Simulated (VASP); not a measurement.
The system is ZnS (zincblende type).

```xyz
2
Lattice="0.0000 2.6856 2.6856 2.6856 0.0000 2.6856 2.6856 2.6856 0.0000" Properties=species:S:1:pos:R:3 pbc="T T T"
Zn    0.0000    0.0000    0.0000
S     1.3428    1.3428    1.3428
```

| Property | Result |
| --- | --- |
| Program | VASP 6.6.1 |
| Task | relaxation of cell and atoms |
| Functional | LDA |
| Potentials or basis | VASP PAW LDA potentials, release 64 (Zn, S) |
| Cutoff | 600 eV |
| k mesh | 12 × 12 × 12 |
| Occupations | fermi-dirac, width 0.05 eV |
| Spin | no spin polarisation |

At the start: pressure -3.0 GPa; volume 19.37 Å³/atom.

Q: How do energy, volume and symmetry change on relaxing?

A: Over 7 steps the energy falls by 7.4 meV/atom and the volume is 18.64 Å³/atom (-3.8 %); space group F-43m (No. 216, to 0.05 Å).

The path:
```tsv
step	energy change (eV)	largest force (eV/Å)	pressure (GPa)	volume (Å³)
1	0.0000	0.0000	-3.05	38.74
2	-0.0125	0.0000	1.38	36.71
3	-0.0147	0.0000	-0.10	37.26
4	-0.0147	0.0000	0.12	37.22
5	-0.0147	0.0000	-0.05	37.29
6	-0.0147	0.0000	0.05	37.25
7	-0.0147	0.0000	-0.04	37.27
```

Final structure:
```
CELL_PARAMETERS angstrom
0.00000 2.65127 2.65127
2.65127 0.00000 2.65127
2.65127 2.65127 0.00000
ATOMIC_POSITIONS crystal
Zn 0.00000 0.00000 0.00000
S 0.25000 0.25000 0.25000
```
